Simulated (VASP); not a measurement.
# AlH7 (P1) in VASP: single point with PBE

Aim: the single point of AlH7 with PBE.

Everything below comes from runs of VASP 6.6.1. Logs are shortened: lines on timing, memory, paths and dates and some standing lists are left out, and cuts for length are marked.

## (1) The cell of the first run

The typed cell holds 8 atoms: a = 2.600 Å, b = 6.898 Å, c = 7.137 Å, α = 117.22°, β = 91.65°, γ = 92.09°.

## (2) Single point, PBE

The input, INCAR:

```
SYSTEM = AlH7
PREC     = Accurate       ! precision mode
ENCUT    = 520            ! plane-wave cutoff, eV
EDIFF    = 1E-6           ! SCF threshold, eV
ISMEAR   = 0              ! smearing method
SIGMA    = 0.02           ! smearing width, eV
LREAL    = .False.        ! projectors in reciprocal space
LASPH    = .True.         ! aspherical terms in the spheres
NELM     = 60             ! most SCF steps
ALGO     = Normal         ! electronic algorithm
ISIF     = 2              ! what is computed and relaxed
LWAVE    = .False.        ! write WAVECAR
LCHARG   = .False.        ! write CHGCAR
GGA      = PE             ! functional
NBANDS   = 15             ! bands
```

The input, KPOINTS:

```
Automatic mesh
0
Gamma
  10 4 4
  0 0 0
```

The input, POSCAR:

```
AlH7
1.0
    2.5997770741     -0.0156973007     -0.0252842053
   -0.2115421093      6.8934637804     -0.1220611452
   -0.1622587062     -3.1576098340      6.3981074588
Al H
1 7
Direct
    0.4316908813      0.5529767077      0.5481137579
    0.5179142274      0.1750550841      0.9261525121
    0.6274861367      0.8012419553      0.1270207695
    0.5053105318      0.9089522491      0.1677053789
    0.6396538632      0.1398559554      0.8223449316
    0.9398478667      0.5132517371      0.6976655650
    0.9448974576      0.7122820093      0.5169311855
    0.3931990352      0.3347354420      0.3324170395
```

Potentials or basis: VASP PAW PBE potentials, release 64 (Al, H).

Launch:

```sh
$ cat potpaw_PBE.64/Al/POTCAR potpaw_PBE.64/H/POTCAR > POTCAR
$ mpirun -np 1 vasp_std > vasp.out
```

OUTCAR:

```text
SYSTEM = AlH7
   PREC = Accurate
   ENCUT = 520
   EDIFF = 1E-6
   ISMEAR = 0
   LREAL = .False.
   LASPH = .True.
   NELM = 60
   ISIF = 2
   GGA = PE

 ion  position               nearest neighbor table
   1  0.432  0.553  0.548-   8 1.58   7 1.78   6 1.78   7 1.78   6 1.78
   2  0.518  0.175  0.926-   5 0.75
   3  0.627  0.801  0.127-   4 0.75
   4  0.505  0.909  0.168-   3 0.75
   5  0.640  0.140  0.822-   2 0.75
   6  0.940  0.513  0.698-   1 1.78   1 1.78
   7  0.945  0.712  0.517-   1 1.78   1 1.78
   8  0.393  0.335  0.332-   1 1.58

  LATTYP: Found a triclinic cell.
 ALAT       =     7.4598517527
 B/A-ratio  =     1.6060347021
 C/A-ratio  =     0.3485253455
 COS(alpha) =     0.0038858952
 COS(beta)  =     0.3823009255
 COS(gamma) =     0.7856129674

  Lattice vectors:

 A1 = (  -2.8113191834,   6.9091610811,  -0.0967769399)
 A2 = (  -0.0492834031,  10.0510736144,  -6.5201686040)
 A3 = (  -2.5997770741,   0.0156973007,   0.0252842053)

Analysis of symmetry for initial positions (statically):
=====================================================================
 Subroutine PRICEL returns:
 Original cell was already a primitive cell.

 Routine SETGRP: Setting up the symmetry group for a
 triclinic supercell.

 Subroutine GETGRP returns: Found  1 space group operations
 (whereof  1 operations were pure point group operations)
 out of a pool of  2 trial point group operations.

The static configuration has the point symmetry C_1 .

Analysis of symmetry for dynamics (positions and initial velocities):
=====================================================================
 Subroutine PRICEL returns:
 Original cell was already a primitive cell.

 Routine SETGRP: Setting up the symmetry group for a
 triclinic supercell.

 Subroutine GETGRP returns: Found  1 space group operations
 (whereof  1 operations were pure point group operations)
 out of a pool of  2 trial point group operations.

The dynamic configuration has the point symmetry C_1 .

 Subroutine INISYM returns: Found  1 space group operations
 (whereof  1 operations are pure point group operations),
 and found     1 'primitive' translations

----------------------------------------------------------------------------------------

                                     Primitive cell

  volume of cell :     113.5947

  direct lattice vectors                    reciprocal lattice vectors
     2.599777074 -0.015697301 -0.025284205     0.384874311  0.012089244  0.015726889
    -0.211542109  6.893463780 -0.122061145     0.001586963  0.146393656  0.072288806
    -0.162258706 -3.157609834  6.398107459     0.001551232  0.002840628  0.157737472

  length of vectors
     2.599947409  6.897788912  7.136708401     0.385385158  0.163276735  0.157770674

  position of ions in fractional coordinates (direct lattice)
     0.431690881  0.552976708  0.548113758
     0.517914227  0.175055084  0.926152512
     0.627486137  0.801241955  0.127020769
     0.505310532  0.908952249  0.167705379
     0.639653863  0.139855955  0.822344932
     0.939847867  0.513251737  0.697665565
     0.944897458  0.712282009  0.516931185
     0.393199035  0.334735442  0.332417040

  ion indices of the primitive-cell ions
   primitive index   ion index
                 1           1
                 2           2
                 3           3
                 4           4
                 5           5
                 6           6
                 7           7
                 8           8

----------------------------------------------------------------------------------------

 KPOINTS: Automatic mesh

Automatic generation of k-mesh.
 Grid dimensions read from file:
 generate k-points for:   10    4    4

 Generating k-lattice:

  Cartesian coordinates                     Fractional coordinates (reciprocal lattice)
     0.038487431  0.001208924  0.001572689     0.100000000  0.000000000  0.000000000
     0.000396741  0.036598414  0.018072201    -0.000000000  0.250000000 -0.000000000
     0.000387808  0.000710157  0.039434368     0.000000000 -0.000000000  0.250000000

  Length of vectors
     0.038538516  0.040819184  0.039442668

  Shift w.r.t. Gamma in fractional coordinates (k-lattice)
     0.000000000  0.000000000  0.000000000

 Subroutine IBZKPT returns following result:
 ===========================================

 Found     84 irreducible k-points:

 Following reciprocal coordinates:
            Coordinates               Weight
  0.000000  0.000000  0.000000      1.000000
  0.100000 -0.000000  0.000000      2.000000
  0.200000 -0.000000  0.000000      2.000000
  0.300000 -0.000000  0.000000      2.000000
  0.400000 -0.000000  0.000000      2.000000
  0.500000 -0.000000  0.000000      1.000000
[... 16 lines left out ...]
  0.000000 -0.000000  0.250000      2.000000
  0.100000 -0.000000  0.250000      2.000000
 [... further k-points ...]
   k-points           NKPTS =     84   k-points in BZ     NKDIM =     84   number of bands    NBANDS=     15
   number of dos      NEDOS =    301   number of ions     NIONS =      8
   total plane-waves  NPLWV =  58320
   dimension x,y,z NGX =    20 NGY =   54 NGZ =   54
   dimension x,y,z NGXF=    40 NGYF=  108 NGZF=  108
   ions per type =               1   7
   NGX,Y,Z   is equivalent  to a cutoff of  12.79, 13.01, 12.58 a.u.
   NGXF,Y,Z  is equivalent  to a cutoff of  25.58, 26.03, 25.16 a.u.
 SYSTEM =  AlH7
   PREC   = accura    normal or accurate (medium, high low for compatibility)
   ISTART =      0    job   : 0-new  1-cont  2-samecut
   ICHARG =      2    charge: 1-file 2-atom 10-const
   ISPIN  =      1    spin polarized calculation?
   LNONCOLLINEAR =      F non collinear calculations
   LSORBIT =      F    spin-orbit coupling
   LASPH  =      T    aspherical Exc in radial PAW
   ENCUT  =  520.0 eV  38.22 Ry    6.18 a.u.   4.83 12.83 13.27*2*pi/ulx,y,z
   NELM   =     60;   NELMIN=  2; NELMDL= -5     # of ELM steps
   EDIFF  = 0.1E-05   stopping-criterion for ELM
   LREAL  =      F    real-space projection
   EDIFFG = 0.1E-04   stopping-criterion for IOM
   NSW    =      0    number of steps for IOM
   IBRION =     -1    ionic relax: 0-MD 1-quasi-New 2-CG
   NFREE  =      0    steps in history (QN), initial steepest desc. (CG)
   ISIF   =      2    stress and relaxation
   ISYM   =      2    0-nonsym 1-usesym 2-fastsym
   POTIM  = 0.5000    time-step for ionic-motion
   TEBEG  =    0.0;   TEEND  =   0.0 temperature during run
   PSTRESS=    0.0 pullay stress
   NELECT =      10.0000    total number of electrons
   NUPDOWN=      -1.0000    fix difference up-down
   EMIN   =  10.00;   EMAX   =-10.00  energy-range for DOS
   EFERMI =   0.00;   METHOD = LEGACY
   ISMEAR =     0;   SIGMA  =   0.02  broadening in eV -4-tet -1-fermi 0-gaus
   EFERMI_NEDOS =   21; number of points for ismear=-14 and -15
   IALGO  =     38    algorithm
   IMIX   =      4    mixing-type and parameters
     AMIX     =   0.40;   BMIX     =  1.00
     AMIX_MAG =   1.60;   BMIX_MAG =  1.00
  volume/ion in A,a.u.               =      14.20        95.82
  Fermi-wavevector in a.u.,A,eV,Ry     =   0.728264  1.376219  7.216098  0.530368
  Thomas-Fermi vector in A             =   1.819694
   LORBIT       =      0    0 simple, 1 ext, 2 COOP (PROOUT), +10 PAW based schemes
   GGA     = PE    functional components
   LHFCALC =     F    Hartree Fock is set to
   AEXX    =    0.0000 exact exchange contribution
   IVDW    =     0    specifies the selected vdW correction
   LEPSILON=     F    determine dielectric tensor
   LRPA    =     F    only Hartree local field effects (RPA)
 non-spin polarized calculation
 Gauss-broadening in eV      SIGMA  =   0.02
  energy-cutoff  :      520.00
  volume of cell :      113.59
 maximum number of plane-waves:      3084
   NGX =  9   NGY = 25   NGZ = 27

 number of electron      10.0000000 magnetization

 Free energy of the ion-electron system (eV)
  ---------------------------------------------------
  ext. energy  EPLUGINS =         0.00000000
  ---------------------------------------------------
  free energy    TOTEN  =       -26.71744758 eV

  energy without entropy =      -26.71744758  energy(sigma->0) =      -26.71744758

 E-fermi :  -3.5040     XC(G=0):  -5.6730

 val. band max:       -3.6334427866   @ k =   0.5000  -0.0000   0.0000
 cond. band min:      -0.4710787602   @ k =   0.5000   0.5000   0.5000
 fundamental gap:      3.1623640264
 Fermi energy:        -3.5040215952

 k-point     1 :       0.0000    0.0000    0.0000
  band No.  band energies     occupation
      1     -10.7358      2.00000
      2      -8.3887      2.00000
      3      -8.1408      2.00000
      4      -6.3830      2.00000
      5      -5.5330      2.00000
      6       0.9282      0.00000
      7       1.5449      0.00000
      8       2.4275      0.00000
      9       3.8014      0.00000
     10       5.7028      0.00000
     11       6.1204      0.00000
     12       6.4257      0.00000
     13       7.3065      0.00000
     14       8.6520      0.00000
     15       9.3536      0.00000

 k-point     2 :       0.1000   -0.0000    0.0000
  band No.  band energies     occupation
      1     -10.5396      2.00000
      2      -8.2611      2.00000
      3      -8.0196      2.00000
      4      -6.2103      2.00000
      5      -5.3796      2.00000
      6       1.1262      0.00000
      7       1.7547      0.00000
      8       2.5307      0.00000
      9       3.9192      0.00000
     10       5.8552      0.00000
     11       6.3144      0.00000
     12       6.5868      0.00000
     13       7.3009      0.00000
     14       7.4941      0.00000
     15       8.7042      0.00000
[... 365 lines left out ...]
      3      -8.1635      2.00000
      4      -6.3715      2.00000
      5      -5.4664      2.00000
      6       1.1694      0.00000
      7       1.6513      0.00000
      8       2.1428      0.00000
      9       3.8826      0.00000
     10       4.8388      0.00000
     11       5.9370      0.00000
     12       6.7579      0.00000
     13       7.3522      0.00000
     14       8.5838      0.00000
     15       9.4594      0.00000

 k-point    24 :       0.1000   -0.0000    0.2500
  band No.  band energies     occupation
      1     -10.5210      2.00000
      2      -8.3106      2.00000
      3      -8.0425      2.00000
      4      -6.1998      2.00000
      5      -5.3126      2.00000
      6       1.3829      0.00000
      7       1.8167      0.00000
      8       2.3343      0.00000
      9       3.9781      0.00000
     10       4.9345      0.00000
     11       6.0966      0.00000
     12       6.8379      0.00000
     13       7.4208      0.00000
     14       7.5607      0.00000
     15       8.8369      0.00000

 [... further k-points ...]
[... 5 lines left out ...]
  --------------------------------------------------------------------------------------
  -------------------------------------------------------------------------------------
  Total       -0.1054368     -0.1009102     -0.1008585     -0.0034308     -0.0118279     -0.0053005
  in kB       -1.4871150     -1.4232698     -1.4225409     -0.0483896     -0.1668249     -0.0747601
  external PRESSURE =      -1.4443086 kB  Pullay stress =       0.0000000 kB

 VOLUME and BASIS-vectors are now :
 -----------------------------------------------------------------------------
  energy-cutoff  :      520.00
  volume of cell :      113.59
      direct lattice vectors                 reciprocal lattice vectors
     2.599777074 -0.015697301 -0.025284205     0.384874311  0.012089244  0.015726889
    -0.211542109  6.893463780 -0.122061145     0.001586963  0.146393656  0.072288806
    -0.162258706 -3.157609834  6.398107459     0.001551232  0.002840628  0.157737472

 POSITION                                       TOTAL-FORCE (eV/Angst)
 -----------------------------------------------------------------------------------
      0.91639      2.07442      3.42848         0.003360     -0.001600     -0.003450
      1.15915     -1.72582      5.89116         0.005109      0.000245     -0.008804
      1.44122      5.11240      0.69903        -0.005274      0.009370      0.004336
      1.09420      5.72835      0.94927         0.005464     -0.009496     -0.004315
      1.49994     -1.64259      5.22821        -0.004887     -0.000241      0.008759
      2.22162      1.32037      4.37733        -0.001912      0.002220      0.000225
      2.22197      3.26299      3.19655        -0.001523     -0.001019      0.001562
      0.89748      1.25167      2.07604        -0.000338      0.000519      0.001689
 -----------------------------------------------------------------------------------
    total drift:                               -0.000150     -0.000035     -0.000054

  FREE ENERGIE OF THE ION-ELECTRON SYSTEM (eV)
  ---------------------------------------------------
  free  energy   TOTEN  =       -26.7174475760 eV

  energy  without entropy=      -26.7174475760  energy(sigma->0) =      -26.71744758
```

Wall time 1.9 min (1 thread of AMD EPYC 7R13 (Zen 3), shared host); peak memory 0.26 GiB.

What came out:

```
Free energy            : -26.7174 eV
Pressure               : -0.1 GPa
Largest force          : 0.012 eV/Å
Band gap on the k mesh : 3.16 eV, indirect (least direct gap 3.18 eV)
```

Forces in eV/Å, atoms in the order of the input:
```
Al   0.003 -0.002 -0.003
H    0.005  0.000 -0.009
H   -0.005  0.009  0.004
H    0.005 -0.009 -0.004
H   -0.005  0.000  0.009
H   -0.002  0.002  0.000
H   -0.002 -0.001  0.002
H    0.000  0.001  0.002
```

A k mesh can miss the band edges.
